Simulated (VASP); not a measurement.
Ba:

```
CELL_PARAMETERS angstrom
4.34138 0.00000 0.00000
-1.44713 4.09310 0.00000
-1.44713 -2.04655 3.54473
ATOMIC_POSITIONS crystal
Ba 0.00000 0.00000 0.00000
```

| Property | Result |
| --- | --- |
| Program | VASP 6.6.1 |
| Task | relaxation of cell and atoms |
| Functional | LDA |
| Potentials or basis | VASP PAW LDA potentials, release 64 (Ba_sv) |
| Cutoff | 600 eV |
| k mesh | 6 × 6 × 6 |
| Occupations | fermi-dirac, width 0.02 eV |
| Spin | no spin polarisation |

At the start: pressure -1.1 GPa; volume 62.99 Å³/atom.

Q: How do energy, volume and symmetry change on relaxing?

A: Over 3 steps the energy falls by 30.7 meV/atom and the volume is 55.37 Å³/atom (-12.1 %); space group Im-3m (No. 229, to 0.05 Å).

Step by step:
| step | energy change (eV) | largest force (eV/Å) | pressure (GPa) | volume (Å³) |
| --- | --- | --- | --- | --- |
| 1 | 0.0000 | 0.0000 | -1.12 | 62.99 |
| 2 | -0.0222 | 0.0000 | -0.68 | 59.07 |
| 3 | -0.0307 | 0.0000 | -0.04 | 55.37 |

Final structure:
```
CELL_PARAMETERS angstrom
4.15886 0.00000 0.00000
-1.38629 3.92101 0.00000
-1.38629 -1.96051 3.39570
ATOMIC_POSITIONS crystal
Ba 0.00000 0.00000 0.00000
```

Caveat: the volume moved by -12 % from the deposited cell, more than functionals usually miss.
